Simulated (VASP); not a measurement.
Crystal: GaN.

```
Ga N
1.0
     0.00000    2.18148    2.31863
     2.18148    0.00000    2.31863
     2.18148    2.18148    0.00000
Ga N
1 1
Direct
  0.00000 0.00000 0.00000
  0.25000 0.25000 0.25000
```

This cell differs from its parent crystal: epitaxial xy strain -3.0%.

Base run:

| Property | Result |
| --- | --- |
| Program | VASP 6.6.1 |
| Functional | r2SCAN |
| Potentials or basis | VASP PAW PBE potentials, release 64 (Ga_d, N) |
| Cutoff | 520 eV |
| k mesh | 10 × 10 × 10 |
| Occupations | gaussian, width 0.01 eV |
| Spin | no spin polarisation |

Its results: band gap on the k mesh 2.24 eV, direct; pressure 7.3 GPa.

Question: The run is repeated on the same cell with these changes: functional from r2SCAN to PBE; k mesh from 10 × 10 × 10 to 6 × 6 × 6. What comes out?

Answer: Band gap on the k mesh 1.84 eV, direct; pressure 12.4 GPa.

Several settings changed at once, so the effect can't be laid on one alone.

Caveats: the PAW data sets were made with another functional, which shifts forces and pressure a little (some runs).

